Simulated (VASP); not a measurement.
# Sn2HO2 in VASP: further runs

Sn2HO2 is run at these levels: PBE+D3(BJ); tasks: single point.

All numbers are computed with VASP 6.6.1; they aren't measurements. Logs are shortened: lines on timing, memory, paths and dates and some standing lists are left out, and cuts for length are marked.

### 1 The cell of the first run

The cell holds a slab with vacuum, 5 atoms: a = 3.820 Å, b = 3.820 Å, c = 17.863 Å, α = 90.00°, β = 90.00°, γ = 90.00°.

### 2 Single point, PBE+D3(BJ), collinear spin, ferromagnetic start

File INCAR:

```
ALGO = Normal
DIPOL = 0.5 0.5 0.317
EDIFF = 1E-7
ENCUT = 520
GGA = PE
IDIPOL = 3
ISIF = 2
ISMEAR = 0
ISPIN = 2
IVDW = 12
LASPH = True
LCHARG = False
LDIPOL = True
LORBIT = 11
LREAL = False
LWAVE = False
MAGMOM = 0 0 0 0 1
NBANDS = 32
NELM = 150
PREC = Accurate
SIGMA = 0.05
```

File KPOINTS:

```
k-points
0
Gamma
  7 7 1
```

File POSCAR:

```
Sn2HO2
1.0
    3.8201526293      0.0003049820      0.0000000000
   -0.0003049820      3.8201526293      0.0000000000
    0.0000000000      0.0000000000     17.8630377374
Sn O H
2 2 1
Direct
    0.9999456088      0.9999452828      0.2239260790
    0.4999456088      0.4999452828      0.3562125228
    0.9999456088      0.4999460977      0.2900693009
    0.4999456088      0.9999460977      0.2900693009
    0.4999456088      0.8749452828      0.4261784422
```

Potentials or basis: VASP PAW PBE potentials, release 64 (Sn_d, O, H).

The run is started by

```console
> cat potpaw_PBE.64/Sn_d/POTCAR potpaw_PBE.64/O/POTCAR potpaw_PBE.64/H/POTCAR > POTCAR
> mpirun -np 1 vasp_std > vasp.out
```

OUTCAR:

```text
EDIFF = 1E-7
   ENCUT = 520
   GGA = PE
   ISIF = 2
   ISMEAR = 0
   ISPIN = 2
   IVDW = 12
   LASPH = True
   LORBIT = 11
   LREAL = False
   NELM = 150
   PREC = Accurate
 IVDW          = 12

 ion  position               nearest neighbor table
   1  1.000  1.000  0.224-   3 2.25   4 2.25   4 2.25   3 2.25   2 3.59   2 3.59   2 3.59   2 3.59

   2  0.500  0.500  0.356-   5 1.90   4 2.25   3 2.25   3 2.25   4 2.25   1 3.59   1 3.59   1 3.59
                             1 3.59
   3  1.000  0.500  0.290-   1 2.25   2 2.25   2 2.25   1 2.25
   4  0.500  1.000  0.290-   2 2.25   1 2.25   1 2.25   2 2.25
   5  0.500  0.875  0.426-   2 1.90

  LATTYP: Found a simple tetragonal cell.
 ALAT       =     3.8201526415
 C/A-ratio  =     4.6760010434

  Lattice vectors:

 A1 = (   3.8201526293,   0.0003049820,   0.0000000000)
 A2 = (  -0.0003049820,   3.8201526293,   0.0000000000)
 A3 = (   0.0000000000,   0.0000000000,  17.8630377374)

Analysis of symmetry for initial positions (statically):
=====================================================================
 Subroutine PRICEL returns:
 Original cell was already a primitive cell.

 Routine SETGRP: Setting up the symmetry group for a
 simple tetragonal supercell.

 Subroutine GETGRP returns: Found  2 space group operations
 (whereof  1 operations were pure point group operations)
 out of a pool of 16 trial point group operations.

The static configuration has the point symmetry C_1 .
 The point group associated with its full space group is C_1h.

Analysis of symmetry for dynamics (positions and initial velocities):
=====================================================================
 Subroutine PRICEL returns:
 Original cell was already a primitive cell.

 Routine SETGRP: Setting up the symmetry group for a
 simple tetragonal supercell.

 Subroutine GETGRP returns: Found  2 space group operations
 (whereof  1 operations were pure point group operations)
 out of a pool of 16 trial point group operations.

The dynamic configuration has the point symmetry C_1 .
 The point group associated with its full space group is C_1h.

Analysis of structural, dynamic, and magnetic symmetry:
=====================================================================
 Subroutine PRICEL returns:
 Original cell was already a primitive cell.

 Routine SETGRP: Setting up the symmetry group for a
 simple tetragonal supercell.

 Subroutine GETGRP returns: Found  2 space group operations
 (whereof  1 operations were pure point group operations)
 out of a pool of 16 trial point group operations.

[... 137 lines left out ...]

 number of electron      40.9999984 magnetization       0.0076188

 dipolmoment           0.000000      0.000000      0.064417 electrons x Angstroem

 Free energy of the ion-electron system (eV)
  ---------------------------------------------------
  ext. energy  EPLUGINS =         0.00000000
  ---------------------------------------------------
  free energy    TOTEN  =       -24.50537409 eV

  energy without entropy =      -24.50277093  energy(sigma->0) =      -24.50407251

 E-fermi :  -0.9435     XC(G=0):  -3.6830

 val. band max:       -0.9878640435   @ k =   0.2857   0.2857   0.0000
 cond. band min:      -0.9190482161   @ k =   0.4286   0.2857   0.0000
 fundamental gap:      0.0688158274
 Fermi energy:        -0.9435083946

 spin component 1

 k-point     1 :       0.0000    0.0000    0.0000
  band No.  band energies     occupation
      1     -23.2369      1.00000
      2     -22.9454      1.00000
      3     -22.8890      1.00000
      4     -22.8615      1.00000
      5     -22.8601      1.00000
      6     -22.8154      1.00000
[... 549 lines left out ...]
     31       6.9848      0.00000
     32       7.3484      0.00000
 Fermi energy:        -0.9435083946

 spin component 2

 k-point     1 :       0.0000    0.0000    0.0000
  band No.  band energies     occupation
      1     -23.2363      1.00000
      2     -22.9447      1.00000
      3     -22.8884      1.00000
      4     -22.8608      1.00000
      5     -22.8594      1.00000
      6     -22.8150      1.00000
[... 549 lines left out ...]
     31       6.9770      0.00000
     32       7.3378      0.00000

------------------------ aborting loop because EDIFF is reached ----------------------------------------

 vacuum level on the upper side and lower side of the slab       (xc-potential included)         0.281        -0.493

 Edisp (eV)   -0.60820

 E8    (eV) :    -0.2661

  FORCE on cell =-STRESS in cart. coord.  units (eV):
  Direction    XX          YY          ZZ          XY          YZ          ZX
  --------------------------------------------------------------------------------------
  -------------------------------------------------------------------------------------
  Total      -1.08171    -1.07907     0.71433    -0.00000     0.66365    -0.00005
  in kB      -6.64824    -6.63198     4.39028    -0.00000     4.07882    -0.00033
  external pressure =       -2.96 kB  Pullay stress =        0.00 kB

 VOLUME and BASIS-vectors are now :
 -----------------------------------------------------------------------------
  energy-cutoff  :      520.00
  volume of cell :      260.69
      direct lattice vectors                 reciprocal lattice vectors
     3.820152629  0.000304982  0.000000000     0.261769644  0.000020898  0.000000000
    -0.000304982  3.820152629  0.000000000    -0.000020898  0.261769644  0.000000000
     0.000000000  0.000000000 17.863037737     0.000000000  0.000000000  0.055981520

 POSITION                                       TOTAL-FORCE (eV/Angst)
 -----------------------------------------------------------------------------------
      3.81964      3.82025      4.00000         0.000005     -0.056857     -0.021703
      1.90972      1.91002      6.36304         0.000023     -0.293617      0.606816
      3.81979      1.91018      5.18152        -0.000013      0.164627      0.468630
      1.90956      3.82010      5.18152         0.000016     -0.202281     -1.075531
      1.90960      3.34258      7.61284        -0.000031      0.388128      0.021788
 -----------------------------------------------------------------------------------
    total drift:                               -0.000001     -0.000009      0.001160

  FREE ENERGIE OF THE ION-ELECTRON SYSTEM (eV)
  ---------------------------------------------------
  free  energy   TOTEN  =       -25.1135761064 eV

  energy  without entropy=      -25.1109729523  energy(sigma->0) =      -25.11227453

 vacuum level on the upper side and lower side of the slab         3.522         2.710

 total charge

# of ion       s       p       d       tot
------------------------------------------
    1        1.278   0.766  10.055  12.099
    2        1.153   0.845  10.095  12.092
    3        1.578   3.415   0.000   4.993
    4        1.579   3.429   0.000   5.008
    5        0.474   0.007   0.000   0.481
--------------------------------------------------
tot          6.062   8.461  20.149  34.673

 magnetization (x)

# of ion       s       p       d       tot
------------------------------------------
    1        0.000   0.000   0.000   0.000
    2        0.001   0.001   0.000   0.002
    3        0.000   0.000   0.000   0.000
    4        0.000   0.001   0.000   0.001
    5        0.001   0.000   0.000   0.001
--------------------------------------------------
tot          0.003   0.002   0.000   0.005
```

OSZICAR:

```text
N       E                     dE             d eps       ncg     rms          rms(c)
DAV:   1     0.387867715963E+03    0.38787E+03   -0.19021E+04  2160   0.121E+03
DAV:   2     0.403172993735E+02   -0.34755E+03   -0.33238E+03  2216   0.333E+02
[... 37 lines left out ...]
DAV:  40    -0.245053729950E+02   -0.18424E-05   -0.29413E-06  2272   0.954E-03    0.679E-04
DAV:  41    -0.245053734565E+02   -0.46143E-06   -0.33947E-06  2216   0.810E-03    0.914E-04
DAV:  42    -0.245053736965E+02   -0.24009E-06   -0.14694E-06  2232   0.627E-03    0.186E-03
DAV:  43    -0.245053739969E+02   -0.30033E-06   -0.24219E-06  2256   0.703E-03    0.137E-03
DAV:  44    -0.245053741263E+02   -0.12942E-06   -0.37505E-07  2064   0.354E-03    0.118E-03
DAV:  45    -0.245053740853E+02    0.41017E-07   -0.34576E-07  2080   0.265E-03
   1 F= -.25113576E+02 E0= -.25112275E+02  d E =-.260315E-02  mag=     0.0067
```

It took 14 min on 1 thread of Oxide Virtual Turin-like, shared host; peak memory 0.48 GiB.

What came out:

```
Free energy                                           : -25.1136 eV
Largest force                                         : 1.094 eV/Å
Net moment                                            : 0.01 μB per cell
Valence electrons inside the program's atomic spheres : Sn 12.10, 12.09; O 4.99, 5.01; H 0.48
Dispersion energy per atom                            : -0.122 eV
```

Forces in eV/Å, atoms in the order of the input:
```
Sn   0.000 -0.057 -0.022
Sn   0.000 -0.294  0.607
O    0.000  0.165  0.469
O    0.000 -0.202 -1.076
H    0.000  0.388  0.022
```

Levels at points of the mesh, in eV from the Fermi level:
Spin up:
| k point | band 16 | band 17 | band 18 | band 19 | band 20 | band 21 | band 22 | band 23 | band 24 | band 25 |
| --- | --- | --- | --- | --- | --- | --- | --- | --- | --- | --- |
| (0.00, 0.00, 0.00) | -6.02 | -3.76 | -3.32 | -3.31 | -2.46 | 0.32 | 1.54 | 3.15 | 3.71 | 3.92 |
Spin down:
```
           k point  band 16  band 17  band 18  band 19  band 20  band 21  band 22  band 23  band 24  band 25
(0.00, 0.00, 0.00)    -6.02    -3.76    -3.32    -3.31    -2.46     0.32     1.54     3.15     3.71     3.92
```

Caveat: spin-orbit coupling is left out, which moves the levels of the heavy elements.

### 3 Single point, PBE+D3(BJ), collinear spin, ferromagnetic start

File INCAR:

```
PREC = Accurate
ENCUT = 520
EDIFF = 1E-6
ISMEAR = 0
SIGMA = 0.05
LREAL = False
LASPH = True
NELM = 150
ALGO = Normal
ISIF = 2
LWAVE = False
LCHARG = False
ISPIN = 2
MAGMOM = 0 0 0 0 1
LORBIT = 11
LDIPOL = True
IDIPOL = 3
DIPOL = 0.5 0.5 0.316
GGA = PE
IVDW = 12
NBANDS = 32
```

File KPOINTS:

```
Automatic mesh
0
Gamma
  7 7 1
```

File POSCAR:

```
Sn2HO2
1.0
    3.8201526293      0.0003049820      0.0000000000
   -0.0003049820      3.8201526293      0.0000000000
    0.0000000000      0.0000000000     17.8630377374
Sn O H
2 2 1
Direct
    0.9999452828      0.9999456088      0.2239260790
    0.4999452828      0.4999456088      0.3562125228
    0.9999460977      0.4999456088      0.2900693009
    0.4999460977      0.9999456088      0.2900693009
    0.6249452828      0.9999456088      0.4200388604
```

Potentials or basis: VASP PAW PBE potentials, release 64 (Sn_d, O, H).

The run is started by

```console
> cat potpaw_PBE.64/Sn_d/POTCAR potpaw_PBE.64/O/POTCAR potpaw_PBE.64/H/POTCAR > POTCAR
> mpirun -np 1 vasp_std > vasp.out
```

Wall time 8.4 min (1 thread of Oxide Virtual Turin-like, shared host); peak memory 0.48 GiB.

The run converged. Its results:

```yaml
Free_energy: -25.1072 eV
Largest_force: 1.195 eV/Å
Net_moment: 0.14 μB per cell
Site_moments: Sn -0.00, +0.04; O +0.01; H +0.03 μB
Valence_electrons_inside_the_program's_atomic_spheres: Sn 12.10, 12.04; O 4.99, 5.01; H 0.45
Dispersion_energy_per_atom: -0.125 eV
```

Forces in eV/Å, atoms in the order of the input:
```
Sn   0.031  0.000 -0.045
Sn   0.522  0.000  0.786
O    0.023  0.000  0.428
O   -0.287  0.000 -1.160
H   -0.289  0.000 -0.009
```

Levels at points of the mesh, in eV from the Fermi level:
Spin up:
```tsv
k point	band 18	band 19	band 20	band 21	band 22	band 23
(0.00, 0.00, 0.00)	-2.81	-2.80	-1.80	0.71	2.05	3.67
```
Spin down:
| k point | band 17 | band 18 | band 19 | band 20 | band 21 | band 22 | band 23 | band 24 |
| --- | --- | --- | --- | --- | --- | --- | --- | --- |
| (0.00, 0.00, 0.00) | -3.25 | -2.80 | -2.77 | -1.74 | 0.79 | 2.05 | 3.76 | 4.25 |

Caveat: spin-orbit coupling is left out, which moves the levels of the heavy elements.

### 4 Single point, PBE+D3(BJ), collinear spin, ferromagnetic start

File INCAR:

```
  ALGO = Normal
  DIPOL = 0.5 0.5 0.321
  EDIFF = 1E-6
  ENCUT = 520
  GGA = PE
  IDIPOL = 3
  ISIF = 2
  ISMEAR = 0
  ISPIN = 2
  IVDW = 12
  LASPH = T
  LCHARG = T
  LDIPOL = T
  LELF = T
  LORBIT = 11
  LREAL = F
  LVACPOTAV = T
  LVHAR = T
  LWAVE = F
  MAGMOM = 0 0 0 0 1
  NBANDS = 32
  NELM = 150
  PREC = Accurate
  SIGMA = 0.05
```

File KPOINTS:

```
k-points
0
Gamma
  7 7 1
```

File POSCAR:

```
Sn2HO2
1.0
    3.8201526293      0.0003049820      0.0000000000
   -0.0003049820      3.8201526293      0.0000000000
    0.0000000000      0.0000000000     17.8630377374
Sn O H
2 2 1
Direct
    0.9999456088      0.9999452828      0.2239260790
    0.4999456088      0.4999452828      0.3562125228
    0.9999456088      0.4999460977      0.2900693009
    0.4999456088      0.9999460977      0.2900693009
    0.4999456088      0.7499452828      0.4432528057
```

The run is started by

```console
> cat potpaw_PBE.64/Sn_d/POTCAR potpaw_PBE.64/O/POTCAR potpaw_PBE.64/H/POTCAR > POTCAR
> mpirun -np 1 vasp_std > vasp.out
```

It took 16 min on 1 thread of Oxide Virtual Turin-like, shared host; peak memory 0.49 GiB.

The run converged. Its results:

* Free energy: -24.8178 eV
* Largest force: 0.740 eV/Å
* Net moment: 0.00 μB per cell
* Valence electrons inside the program's atomic spheres: Sn 12.10, 12.13; O 4.99, 5.00; H 0.49
* Dispersion energy per atom: -0.120 eV

Forces in eV/Å, atoms in the order of the input:
```
Sn   0.000 -0.113 -0.084
Sn   0.000 -0.221 -0.098
O    0.000  0.289  0.546
O    0.000 -0.651 -0.353
H    0.000  0.696 -0.011
```

Levels at points of the mesh, in eV from the Fermi level:
Spin up:
| k point | band 16 | band 17 | band 18 | band 19 | band 20 | band 21 | band 22 | band 23 | band 24 | band 25 |
| --- | --- | --- | --- | --- | --- | --- | --- | --- | --- | --- |
| (0.00, 0.00, 0.00) | -6.56 | -4.23 | -3.81 | -3.80 | -3.23 | -0.28 | 1.07 | 2.80 | 3.29 | 3.44 |
Spin down:
```csv
k point,band 17,band 18,band 19,band 20,band 21,band 22,band 23,band 24
"(0.00, 0.00, 0.00)",-4.24,-3.81,-3.80,-3.23,-0.29,1.07,2.80,3.31
```

Caveat: spin-orbit coupling is left out, which moves the levels of the heavy elements.
